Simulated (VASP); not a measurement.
Input of a VASP 6.6.1 run:

The input INCAR:

```
  ALGO = Fast
  EDIFF = 1E-6
  ENCUT = 520
  GGA = PE
  ISIF = 2
  ISMEAR = 0
  LASPH = True
  LCHARG = False
  LREAL = False
  LWAVE = False
  NBANDS = 18
  NELM = 60
  PREC = Accurate
  SIGMA = 0.02
```

Contents of KPOINTS:

```
k-points
0
Gamma
  16 16 10
```

File POSCAR:

```
Au
1.0
    1.4113099650     -2.5559330250      0.0000000000
    1.4113099650      2.5559330250      0.0000000000
    0.0000000000      0.0000000000      4.8931696100
Au
2
Direct
    0.6653279700      0.3346720300      0.2500000000
    0.3346720300      0.6653279700      0.7500000000
```

Potentials or basis: VASP PAW PBE potentials, release 64 (Au).

The run is started by

```console
$ cat potpaw_PBE.64/Au/POTCAR > POTCAR
$ mpirun -np 1 vasp_std > vasp.out
```

(1) Estimate the pressure.

(2) Predict the band gap on the k mesh.

(3) What does it give for the largest force?

Results:

(1) 3.0 GPa.

(2) zero (band 11 reaches 12.94 eV, above the bottom of band 12 at 6.36 eV).

(3) 0.007 eV/Å.

Caveat: spin-orbit coupling is left out, which moves the levels of the heavy elements.
